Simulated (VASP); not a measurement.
Input of a VASP 6.6.1 run:

File INCAR:

```
ALGO = Normal
DIPOL = 0.5 0.5 0.317
EDIFF = 1E-7
ENCUT = 520
GGA = PE
IDIPOL = 3
ISIF = 2
ISMEAR = 0
ISPIN = 2
IVDW = 12
LASPH = True
LCHARG = False
LDIPOL = True
LORBIT = 11
LREAL = False
LWAVE = False
MAGMOM = 0 0 0 0 1
NBANDS = 32
NELM = 150
PREC = Accurate
SIGMA = 0.05
```

KPOINTS

```
k-points
0
Gamma
  7 7 1
```

File POSCAR:

```
Sn2HO2
1.0
    3.8201526293      0.0003049820      0.0000000000
   -0.0003049820      3.8201526293      0.0000000000
    0.0000000000      0.0000000000     17.8630377374
Sn O H
2 2 1
Direct
    0.9999456088      0.9999452828      0.2239260790
    0.4999456088      0.4999452828      0.3562125228
    0.9999456088      0.4999460977      0.2900693009
    0.4999456088      0.9999460977      0.2900693009
    0.4999456088      0.8749452828      0.4261784422
```

Potentials or basis: VASP PAW PBE potentials, release 64 (Sn_d, O, H).

Command:

```console
$ cat potpaw_PBE.64/Sn_d/POTCAR potpaw_PBE.64/O/POTCAR potpaw_PBE.64/H/POTCAR > POTCAR
$ mpirun -np 1 vasp_std > vasp.out
```

Q: Predict the net moment.

A: 0.01 μB per cell.

Q: Estimate the dispersion energy per atom.

A: -0.122 eV.

Q: Predict the largest force.

A: 1.094 eV/Å.

Forces in eV/Å, atoms in the order of the input:
```
Sn   0.000 -0.057 -0.022
Sn   0.000 -0.294  0.607
O    0.000  0.165  0.469
O    0.000 -0.202 -1.076
H    0.000  0.388  0.022
```
